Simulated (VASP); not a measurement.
A run of VASP 6.6.1 is set up as follows.

File POSCAR:

```
HfC
1.0
    3.1867203447      0.0000000000      0.0000000000
   -1.5933601724      2.7597807732      0.0000000000
    0.0000000000      0.0000000000      5.4984360739
Hf C
2 2
Direct
    0.6666666667      0.3333333333      0.7500000000
    0.3333333333      0.6666666667      0.2500000000
    0.0000000000      0.0000000000      0.0000000000
    0.0000000000      0.0000000000      0.5000000000
```

INCAR.step1

```
PREC = Accurate
ENCUT = 520
ISMEAR = 0
SIGMA = 0.1
LREAL = False
LASPH = True
NELM = 60
NBANDS = 22
GGA = PE
ALGO = Normal
EDIFF = 1E-4
LWAVE = True
LCHARG = False
```

The input INCAR.step2:

```
PREC = Accurate
ENCUT = 520
EDIFF = 1E-6
ISMEAR = 0
SIGMA = 0.1
LREAL = False
LASPH = True
NELM = 60
ALGO = Normal
ISIF = 2
LWAVE = False
LCHARG = False
METAGGA = R2SCAN
LMIXTAU = True
NBANDS = 22
ISTART = 1
```

KPOINTS

```
Automatic mesh
0
Gamma
  6 6 4
```

Potentials or basis: VASP PAW PBE potentials, release 64 (Hf_pv, C).

The run is started by

```console
$ cat potpaw_PBE.64/Hf_pv/POTCAR potpaw_PBE.64/C/POTCAR > POTCAR
$ cp INCAR.step1 INCAR
$ mpirun -np 1 vasp_std > vasp.out
$ cp INCAR.step2 INCAR
$ mpirun -np 1 vasp_std > vasp.out
```

Question: Estimate the band gap on the k mesh.

Answer: Zero (band 14 reaches 7.26 eV, above the bottom of band 15 at 6.49 eV).

Question: What does it give for the pressure?

Answer: 7.3 GPa.

Stress tensor (GPa, compression positive):
```
15.21  0.00  0.00
 0.00 15.21  0.00
 0.00  0.00 -8.41
```

Caveat: the k points lie up to 0.38 Å⁻¹ apart; the PAW data sets were made with another functional, which shifts forces and pressure a little; spin-orbit coupling is left out, which moves the levels of the heavy elements.
